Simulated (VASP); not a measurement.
# KSnCl3 in VASP: a series of runs, part 2 of 2

VASP 6.6.1.

## 5. Single point, r2SCAN (epitaxial xy strain -0.5%)

Input file POSCAR:

```
KSnCl3
1.0
    5.5122859427      0.0000000000      0.0000000000
    0.0000000000      5.5122859427      0.0000000000
    0.0000000000      0.0000000000      5.5493217223
K Sn Cl
1 1 3
Direct
    0.0000000000      0.0000000000      0.0000000000
    0.5000000000      0.5000000000      0.5000000000
    0.5000000000      0.5000000000      0.0000000000
    0.5000000000      0.0000000000      0.5000000000
    0.0000000000      0.5000000000      0.5000000000
```

Input file INCAR.step1:

```
SYSTEM = KSnCl3
PREC     = Accurate       ! precision mode
ENCUT    = 520            ! plane-wave cutoff, eV
ISMEAR   = 0              ! smearing method
SIGMA    = 0.01           ! smearing width, eV
LREAL    = .FALSE.        ! projectors in reciprocal space
LASPH    = .TRUE.         ! aspherical terms in the spheres
NELM     = 100            ! most SCF steps
NBANDS   = 30             ! bands
GGA      = PE             ! functional
ALGO     = Normal         ! electronic algorithm
EDIFF    = 1E-4           ! SCF threshold, eV
LWAVE    = .TRUE.         ! write WAVECAR
LCHARG   = .FALSE.        ! write CHGCAR
```

Input file INCAR.step2:

```
SYSTEM = KSnCl3
PREC     = Accurate       ! precision mode
ENCUT    = 520            ! plane-wave cutoff, eV
EDIFF    = 1E-6           ! SCF threshold, eV
ISMEAR   = 0              ! smearing method
SIGMA    = 0.01           ! smearing width, eV
LREAL    = .FALSE.        ! projectors in reciprocal space
LASPH    = .TRUE.         ! aspherical terms in the spheres
NELM     = 100            ! most SCF steps
ALGO     = Normal         ! electronic algorithm
ISIF     = 2              ! what is computed and relaxed
LWAVE    = .FALSE.        ! write WAVECAR
LCHARG   = .FALSE.        ! write CHGCAR
METAGGA  = R2SCAN         ! meta-GGA
LMIXTAU  = .TRUE.       
NBANDS   = 30             ! bands
ISTART   = 1
```

Input file KPOINTS:

```
Automatic mesh
0
G
  6 6 6
  0 0 0
```

Potentials or basis: VASP PAW PBE potentials, release 64 (K_sv, Sn_d, Cl).

Command:

```console
> cat potpaw_PBE.64/K_sv/POTCAR potpaw_PBE.64/Sn_d/POTCAR potpaw_PBE.64/Cl/POTCAR > POTCAR
> cp INCAR.step1 INCAR
> mpirun -np 1 vasp_std > vasp.out
> cp INCAR.step2 INCAR
> mpirun -np 1 vasp_std > vasp.out
```

OUTCAR:

```text
SYSTEM = KSnCl3
   PREC = Accurate
   ENCUT = 520
   EDIFF = 1E-6
   ISMEAR = 0
   LREAL = .FALSE.
   LASPH = .TRUE.
   NELM = 100
   ISIF = 2
   METAGGA = R2SCAN
   ISTART = 1

 ion  position               nearest neighbor table
   1  0.000  0.000  0.000-
   2  0.500  0.500  0.500-   4 2.76   5 2.76   4 2.76   5 2.76   3 2.77   3 2.77
   3  0.500  0.500  0.000-   2 2.77   2 2.77
   4  0.500  0.000  0.500-   2 2.76   2 2.76
   5  0.000  0.500  0.500-   2 2.76   2 2.76

  LATTYP: Found a simple tetragonal cell.
 ALAT       =     5.5122859427
 C/A-ratio  =     1.0067187697

  Lattice vectors:

 A1 = (   5.5122859427,   0.0000000000,   0.0000000000)
 A2 = (   0.0000000000,   5.5122859427,   0.0000000000)
 A3 = (   0.0000000000,   0.0000000000,   5.5493217223)

Analysis of symmetry for initial positions (statically):
=====================================================================
 Subroutine PRICEL returns:
 Original cell was already a primitive cell.

[... 175 lines left out ...]

 E-fermi :   2.5884     XC(G=0):  -7.8616

 val. band max:        2.4972931288   @ k =   0.5000   0.5000   0.5000
 cond. band min:       3.3792898540   @ k =   0.5000   0.5000   0.5000
 fundamental gap:      0.8819967252
 Fermi energy:         2.5883751022

 k-point     1 :       0.0000    0.0000    0.0000
  band No.  band energies     occupation
      1     -30.7161      2.00000
      2     -20.5759      2.00000
      3     -20.5735      2.00000
      4     -20.5222      2.00000
      5     -20.5222      2.00000
      6     -20.5209      2.00000
[... 781 lines left out ...]
     29       8.1678      0.00000
     30       8.3826      0.00000

 [... further k-points ...]

------------------------ aborting loop because EDIFF is reached ----------------------------------------

  FORCE on cell =-STRESS in cart. coord.  units (eV):
  Direction    XX          YY          ZZ          XY          YZ          ZX
  --------------------------------------------------------------------------------------
  -------------------------------------------------------------------------------------
  Total        0.1506600      0.1506600     -0.1980229      0.0000000      0.0000000      0.0000000
  in kB        1.4315454      1.4315454     -1.8815801      0.0000000      0.0000000      0.0000000
  external PRESSURE =       0.3271702 kB  Pullay stress =       0.0000000 kB

 VOLUME and BASIS-vectors are now :
 -----------------------------------------------------------------------------
  energy-cutoff  :      520.00
  volume of cell :      168.62
      direct lattice vectors                 reciprocal lattice vectors
     5.512285943  0.000000000  0.000000000     0.181412940  0.000000000  0.000000000
     0.000000000  5.512285943  0.000000000     0.000000000  0.181412940  0.000000000
     0.000000000  0.000000000  5.549321722     0.000000000  0.000000000  0.180202203

 POSITION                                       TOTAL-FORCE (eV/Angst)
 -----------------------------------------------------------------------------------
      0.00000      0.00000      0.00000         0.000000      0.000000      0.000000
      2.75614      2.75614      2.77466         0.000000      0.000000      0.000000
      2.75614      2.75614      0.00000         0.000000      0.000000      0.000000
      2.75614      0.00000      2.77466         0.000000      0.000000      0.000000
      0.00000      2.75614      2.77466         0.000000      0.000000      0.000000
 -----------------------------------------------------------------------------------
    total drift:                                0.000000     -0.000000     -0.000000

  FREE ENERGIE OF THE ION-ELECTRON SYSTEM (eV)
  ---------------------------------------------------
  free  energy   TOTEN  =       -56.3881884710 eV

  energy  without entropy=      -56.3881884710  energy(sigma->0) =      -56.38818847
```

OUTCAR.step1:

```text
SYSTEM = KSnCl3
   PREC = Accurate
   ENCUT = 520
   ISMEAR = 0
   LREAL = .FALSE.
   LASPH = .TRUE.
[... 1026 lines left out ...]
      2.75614      2.75614      0.00000         0.000000      0.000000      0.000000
      2.75614      0.00000      2.77466         0.000000      0.000000      0.000000
      0.00000      2.75614      2.77466         0.000000      0.000000      0.000000
 -----------------------------------------------------------------------------------
    total drift:                                0.000000     -0.000000     -0.000000

  FREE ENERGIE OF THE ION-ELECTRON SYSTEM (eV)
  ---------------------------------------------------
  free  energy   TOTEN  =       -17.1677885630 eV

  energy  without entropy=      -17.1677885630  energy(sigma->0) =      -17.16778856
```

Run time: 4.9 min. Hardware: 1 thread of AMD EPYC 9R45 (Zen 5), shared host; peak memory 0.38 GiB.

What came out:

| Item | Value |
| --- | --- |
| Free energy | -56.3882 eV |
| Pressure | 0.0 GPa |
| Band gap on the k mesh | 0.88 eV |

Stress tensor (GPa, compression positive):
```
 0.14  0.00  0.00
 0.00  0.14  0.00
 0.00  0.00 -0.19
```

Levels at points of the mesh, in eV from the valence-band top:
```tsv
k point	band 18	band 19	band 20	band 21	band 22	band 23	band 24	band 25	band 26	band 27
(0.00, 0.00, 0.00)	-4.13	-4.13	-4.09	-4.09	-4.09	1.93	4.11	4.12	4.80	4.80
(0.50, 0.00, 0.00)	-4.33	-4.23	-4.12	-4.11	-2.47	1.99	3.49	3.95	4.56	4.67
(0.50, 0.50, 0.00)	-4.46	-4.35	-4.35	-3.68	-1.17	1.47	1.47	4.05	4.31	5.23
(0.00, 0.00, 0.50)	-4.31	-4.24	-4.12	-4.12	-2.53	1.96	3.47	3.95	4.68	4.68
(0.50, 0.00, 0.50)	-4.47	-4.35	-4.32	-3.68	-1.21	1.43	1.49	4.17	4.30	5.21
(0.50, 0.50, 0.50)	-4.46	-3.67	-3.67	-3.67	0.00	0.88	0.94	0.94	3.40	5.41
```

Caveat: the cell differs from its parent crystal (epitaxial xy strain -0.5%); the PAW data sets were made with another functional, which shifts forces and pressure a little; spin-orbit coupling is left out, which moves the levels of the heavy elements. A k mesh can miss the band edges.

## 6. The runs side by side

| level | cell | smearing | gap on the mesh (eV) | pressure (GPa) |
| --- | --- | --- | --- | --- |
| r2SCAN | a = 5.540 Å, 5 atoms | gaussian 0.01 eV | 0.97 | -0.2 |
| PBE | a = 5.512, b = 5.512, c = 5.549 Å, 5 atoms | fermi-dirac 0.02 eV | 0.71 | 0.8 |
| PBE | a = 5.706, b = 5.540, c = 5.540 Å, 5 atoms | fermi-dirac 0.02 eV | 0.80 | -0.1 |
| r2SCAN | a = 5.512, b = 5.512, c = 5.549 Å, 5 atoms | gaussian 0.01 eV | 0.88 | 0.0 |

Alike in all rows: task single point; potentials or basis VASP PAW PBE potentials, release 64 (K_sv, Sn_d, Cl); no spin polarisation; k mesh 6 × 6 × 6; cutoff (eV) 520.

Caveats: spin-orbit coupling is left out, which moves the levels of the heavy elements; the PAW data sets were made with another functional, which shifts forces and pressure a little (at least some runs).

Absolute energies hang on the potentials; compare differences alone.
